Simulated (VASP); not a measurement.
MgO:

```
CELL_PARAMETERS angstrom
2.45083 0.00000 0.00000
0.00000 2.45083 0.00000
0.00000 0.00000 2.45083
ATOMIC_POSITIONS crystal
Mg 0.00000 0.00000 0.00000
O 0.50000 0.50000 0.50000
```

| Property | Result |
| --- | --- |
| Program | VASP 6.6.1 |
| Task | relaxation of cell and atoms |
| Functional | PBE |
| Potentials or basis | VASP PAW PBE potentials, release 64 (Mg, O) |
| Cutoff | 600 eV |
| k mesh | 10 × 10 × 10 |
| Occupations | fermi-dirac, width 0.02 eV |
| Spin | no spin polarisation |

At the start: pressure 55.3 GPa; volume 7.36 Å³/atom.

**Question.** How do energy, volume and symmetry change on relaxing?

**Answer.** Over 5 steps the energy falls by 280.8 meV/atom and the volume is 9.36 Å³/atom (+27.1 %); space group Pm-3m (No. 221, to 0.05 Å).

The path:
```tsv
step	energy change (eV)	largest force (eV/Å)	pressure (GPa)	volume (Å³)
1	0.0000	0.0000	55.27	14.72
2	-0.4732	0.0000	-12.40	20.82
3	-0.5616	0.0000	0.46	18.66
4	-0.5616	0.0000	-0.20	18.74
5	-0.5616	0.0000	0.01	18.71
```

Final structure:
```yaml
crystal:
  lattice:
    - [2.65487, 0.00000, 0.00000]
    - [0.00000, 2.65487, 0.00000]
    - [0.00000, 0.00000, 2.65487]
  atoms:
    - { symbol: Mg, position: [0.00000, 0.00000, 0.00000] }
    - { symbol: O, position: [0.50000, 0.50000, 0.50000] }
```

Caveat: the volume moved by over 15 % at a fixed basis, so the end points are rough.
